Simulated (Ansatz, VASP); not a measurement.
# One calculation of AlN, two programs

Contents of INCAR:

```
PREC = Accurate ; ENCUT = 520
EDIFF = 1E-7 ; ISMEAR = -1
SIGMA = 0.05 ; LREAL = False
LASPH = True ; NELM = 60
ALGO = Normal ; ISIF = 2
LWAVE = False ; LCHARG = False
GGA = B5 ; ALDAX = 1.0
AGGAX = 1.0 ; AGGAC = 1.0
ALDAC = 0.0 ; NBANDS = 11
```

KPOINTS

```
Automatic mesh
0
Gamma
  10 10 10
```

POSCAR

```
AlN
1.0
    0.0000000000      2.1839935596      2.1839935596
    2.1839935596      0.0000000000      2.1839935596
    2.1839935596      2.1839935596      0.0000000000
Al N
1 1
Direct
    0.0000000000      0.0000000000      0.0000000000
    0.2500000000      0.2500000000      0.2500000000
```

File input.yaml:

```yaml
crystal:
  lattice:
    - [0.0, 2.1839935596, 2.1839935596]
    - [2.1839935596, 0.0, 2.1839935596]
    - [2.1839935596, 2.1839935596, 0.0]
  atoms:
    - { symbol: Al, position: [0.0, 0.0, 0.0] }
    - { symbol: "N", position: [0.25, 0.25, 0.25] }
hamiltonian:
  xc: blyp
  pseudopotentials: { kind: paw }
kpoints:
  mp_grid: { grid: [10, 10, 10] }
  band_path:
    path:
      - [[0.0, 0.0, 0.0], [0.5, 0.0, 0.5], [0.5, 0.25, 0.75], [0.375, 0.375, 0.75], [0.0, 0.0, 0.0], [0.5, 0.5, 0.5], [0.625, 0.25, 0.625], [0.5, 0.25, 0.75], [0.5, 0.5, 0.5], [0.375, 0.375, 0.75]]
      - [[0.625, 0.25, 0.625], [0.5, 0.0, 0.5]]
    npoints: 14
scf:
  occupations: { method: fermi_dirac, width: 0.05 }
  n_extra_bands: 6
output:
  forces: true
  stress: true
  eigenvalues: true
  fatbands: false
  write_density: true
  write_potential: true
  elf: true
  volumetric_format: npy
```

Alike in both runs: functional BLYP; k mesh 10 × 10 × 10; occupations fermi-dirac, width 0.05 eV; no spin polarisation.

|  | VASP | Ansatz |
| --- | --- | --- |
| version | VASP 6.6.1 | Ansatz 0.2.0 |
| potentials or method | VASP PAW PBE potentials, release 64 (Al, N) | Ansatz PAW |
| plane-wave cutoff (eV) | 520 | 420 |
| valence electrons in the cell | 8 | 8 |
| task | single point | band structure |

|  | VASP | Ansatz | Ansatz less VASP |
| --- | --- | --- | --- |
| gap on the k mesh at the Fermi level (eV) | 3.67 | 3.69 | +0.017 |
| least direct gap on the mesh (eV) | 4.48 | 4.49 | +0.008 |
| pressure (GPa) | 8.3 | 7.8 | -0.50 |

VASP's potentials were made for PBE, not for BLYP. The functional is the same, so the differences come from potentials, cutoffs and numerics.
